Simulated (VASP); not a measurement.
Write the native input for VASP 6.6.1 that does the following.

| Item | Value |
| --- | --- |
| Task | single point |
| Functional | B3LYP5 |
| Potentials or basis | VASP PAW PBE potentials, release 64 (Pb_d, S) |
| Cutoff | 520 eV |
| k mesh | 4 × 4 × 4 |
| Occupations | fermi-dirac, width 0.05 eV |
| Spin | no spin polarisation |
| Dipole correction | no |
| Grid for exact exchange (PRECFOCK) | Normal |
| Further INCAR settings | ALGO = Normal; EDIFF = 1e-06; NBANDS = 17 |
| Share of exact exchange | 0.2 |

PbS:

```
CELL_PARAMETERS angstrom
0.00000 2.90521 2.90521
2.90521 0.00000 2.90521
2.90521 2.90521 0.00000
ATOMIC_POSITIONS crystal
Pb 0.00000 0.00000 0.00000
S 0.50000 0.50000 0.50000
```

These files were run (other wordings do the same):

POSCAR

```
PbS
1.0
    0.0000000000      2.9052075019      2.9052075019
    2.9052075019      0.0000000000      2.9052075019
    2.9052075019      2.9052075019      0.0000000000
Pb S
1 1
Direct
    0.0000000000      0.0000000000      0.0000000000
    0.5000000000      0.5000000000      0.5000000000
```

INCAR.step1

```
SYSTEM = PbS
ALGO = Normal
EDIFF = 1E-5
ENCUT = 520
GGA = PE
ISIF = 2
ISMEAR = -1
LASPH = .True.
LCHARG = .False.
LREAL = .False.
LWAVE = .True.
NBANDS = 17
NELM = 100
PREC = Accurate
SIGMA = 0.05
```

INCAR.step2

```
SYSTEM = PbS
AEXX = 0.2
AGGAC = 0.81
AGGAX = 0.72
ALDAC = 0.19
ALGO = Normal
EDIFF = 1E-6
ENCUT = 520
GGA = B5
ISIF = 2
ISMEAR = -1
ISTART = 1
LASPH = .True.
LCHARG = .False.
LHFCALC = .True.
LREAL = .False.
LWAVE = .False.
NBANDS = 17
NELM = 100
PREC = Accurate
PRECFOCK = Normal
SIGMA = 0.05
```

KPOINTS

```
k-points
0
Gamma
  4 4 4
  0 0 0
```

Potentials or basis: VASP PAW PBE potentials, release 64 (Pb_d, S).

Run with:

```console
$ cat potpaw_PBE.64/Pb_d/POTCAR potpaw_PBE.64/S/POTCAR > POTCAR
$ cp INCAR.step1 INCAR
$ mpirun -np 1 vasp_std > vasp.out
$ cp INCAR.step2 INCAR
$ mpirun -np 1 vasp_std > vasp.out
```

It gave:

```json
{"Pressure": "9.5 GPa", "Band gap on the k mesh": "1.12 eV"}
```

Caveat: the k points lie up to 0.47 Å⁻¹ apart; the PAW data sets were made with another functional, which shifts forces and pressure a little; spin-orbit coupling is left out, which moves the levels of the heavy elements.

Run time: 6.5 min on 1 thread of Intel(R) Xeon(R) Platinum 8375C CPU @ 2.90GHz (Ice Lake), on a shared host, peak memory 0.19 GiB.
